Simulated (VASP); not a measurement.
Here is a VASP 6.6.1 calculation.

POSCAR

```
MgO
1.0
    2.9519983204      0.0000000000      0.0000000000
   -1.4759991602      2.5565055374      0.0000000000
    0.0000000000      0.0000000000      5.1425217771
Mg O
2 2
Direct
    0.0000000000      0.0000000000      0.0000000000
    0.0000000000      0.0000000000      0.5000000000
    0.3333333333      0.6666666667      0.2500000000
    0.6666666667      0.3333333333      0.7500000000
```

File INCAR.step1:

```
SYSTEM = MgO
  PREC = Accurate
  ENCUT = 520
  ISMEAR = 0
  SIGMA = 0.01
  LREAL = .False.
  LASPH = .True.
  NELM = 80
  NBANDS = 16
  GGA = PE
  ALGO = Normal
  EDIFF = 1E-4
  LWAVE = .True.
  LCHARG = .False.
```

The input INCAR.step2:

```
SYSTEM = MgO
  PREC = Accurate
  ENCUT = 520
  EDIFF = 1E-6
  ISMEAR = 0
  SIGMA = 0.01
  LREAL = .False.
  LASPH = .True.
  NELM = 80
  ALGO = Normal
  ISIF = 2
  LWAVE = .False.
  LCHARG = .False.
  METAGGA = R2SCAN
  LMIXTAU = .True.
  NBANDS = 16
  ISTART = 1
```

Contents of KPOINTS:

```
regular mesh
0
Gamma
  9 9 4
  0 0 0
```

Potentials or basis: VASP PAW PBE potentials, release 64 (Mg, O).

Launch:

```bash
$ cat potpaw_PBE.64/Mg/POTCAR potpaw_PBE.64/O/POTCAR > POTCAR
$ cp INCAR.step1 INCAR
$ mpirun -np 1 vasp_std > vasp.out
$ cp INCAR.step2 INCAR
$ mpirun -np 1 vasp_std > vasp.out
```

(1) Estimate the band gap on the k mesh.

(2) Predict the pressure.

Results:

(1) 5.03 eV, direct.

(2) -5.6 GPa.

Caveat: the PAW data sets were made with another functional, which shifts forces and pressure a little.
